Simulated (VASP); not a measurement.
A run of VASP 6.6.1:

INCAR

```
SYSTEM = Sb
ALGO = Normal
EDIFF = 1E-6
ENCUT = 520
GGA = PE
GGA_COMPAT = .False.
ISIF = 2
ISMEAR = -1
LASPH = .True.
LCHARG = .False.
LNONCOLLINEAR = .True.
LORBIT = 11
LORBMOM = .True.
LREAL = .False.
LSORBIT = .True.
LWAVE = .False.
MAGMOM = 0 0 0
NBANDS = 16
NELM = 150
PREC = Accurate
SIGMA = 0.05
```

The input KPOINTS:

```
k-points
0
Gamma
  6 6 6
  0 0 0
```

Contents of POSCAR:

```
Sb
1.0
    3.1600000000      0.0000000000      0.0000000000
    0.0000000000      3.1600000000      0.0000000000
    0.0000000000      0.0000000000      3.1600000000
Sb
1
Direct
    0.0000000000      0.0000000000      0.0000000000
```

Potentials or basis: VASP PAW PBE potentials, release 64 (Sb).

Run with:

```bash
$ cat potpaw_PBE.64/Sb/POTCAR > POTCAR
$ mpirun -np 1 vasp_ncl > vasp.out
```

Hardware: 1 thread of Intel(R) Xeon(R) Platinum 8259CL CPU @ 2.50GHz (Skylake/Cascade Lake), on a shared host.

Question: How long does it take, and how much memory?

Answer: Run time: 16 s on 1 thread of Intel(R) Xeon(R) Platinum 8259CL CPU @ 2.50GHz (Skylake/Cascade Lake) (shared host), peak memory 0.19 GiB. Counts: scf iterations 11, k points 20.
